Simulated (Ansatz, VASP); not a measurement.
**B5P: VASP beside Ansatz**

Contents of INCAR:

```
SYSTEM = B5P
PREC = Accurate
ENCUT = 500
EDIFF = 1E-7
ISMEAR = 0
SIGMA = 0.2
LREAL = .FALSE.
LASPH = .TRUE.
NELM = 120
ALGO = Normal
ISIF = 3
LWAVE = .FALSE.
LCHARG = .FALSE.
GGA = PE
IBRION = 2
NSW = 36
EDIFFG = -0.08
GGA_COMPAT = .FALSE.
NELMIN = 4
```

Contents of KPOINTS:

```
regular mesh
0
G
  4 4 4
  0 0 0
```

The input POSCAR:

```
B5P
1.0
    3.7670021700      0.0000000000      0.0000000000
    0.0000000000      3.7670021700      0.0000000000
    0.0000000000      0.0000000000      4.1581647400
B P
5 1
Direct
    0.6689882600      0.0000000000      0.4267934800
    0.3310117400      0.0000000000      0.4267934800
    0.0000000000      0.6689882600      0.4267934800
    0.0000000000      0.3310117400      0.4267934800
    0.0000000000      0.0000000000      0.0652675000
    0.0000000000      0.0000000000      0.4652496100
```

Input for Ansatz:

```yaml
crystal:
  lattice:
    - [3.76700217, 0.0, 0.0]
    - [0.0, 3.76700217, 0.0]
    - [0.0, 0.0, 4.15816474]
  atoms:
    - { symbol: B, position: [0.66898826, 0.0, 0.42679348] }
    - { symbol: B, position: [0.33101174, 0.0, 0.42679348] }
    - { symbol: B, position: [0.0, 0.66898826, 0.42679348] }
    - { symbol: B, position: [0.0, 0.33101174, 0.42679348] }
    - { symbol: B, position: [0.0, 0.0, 0.0652675] }
    - { symbol: P, position: [0.0, 0.0, 0.46524961] }
basis:
  ecutwfc: 420
kpoints:
  mp_grid: { grid: [4, 4, 4] }
hamiltonian:
  xc: pbe
scf:
  occupations: { method: gaussian, width: 0.2 }
  lower_state_search: "off"
output:
  forces: true
  stress: true
  eigenvalues: true
relax:
  adjacent_minimum: "off"
  f_tol: 0.08
  max_steps: 16
  cell: { stress_tol: 0.8 }
```

Alike in both runs: task relaxation of cell and atoms; functional PBE; k mesh 4 × 4 × 4; occupations gaussian, width 0.2 eV; no spin polarisation.

|  | VASP | Ansatz |
| --- | --- | --- |
| version | VASP 6.6.1 | Ansatz 0.2.0 |
| potentials or method | VASP PAW PBE potentials, release 64 (B, P), cutoff 500 eV | scalar-relativistic, plane waves, PAW |
| valence electrons in the cell | 20 | 20 |

```tsv
	VASP	Ansatz	Ansatz less VASP
gap on the k mesh at the Fermi level, each at its own relaxed structure (eV)	0.92	0.89	-0.026
relaxed volume (Å³/atom)	13.49	13.48	-0.011
relaxed cell length with the largest relative difference (Å)	4.406	4.416	+0.0100
```

Noted on VASP's run: the volume moved by over 15 % at a fixed basis, so the end points are rough.
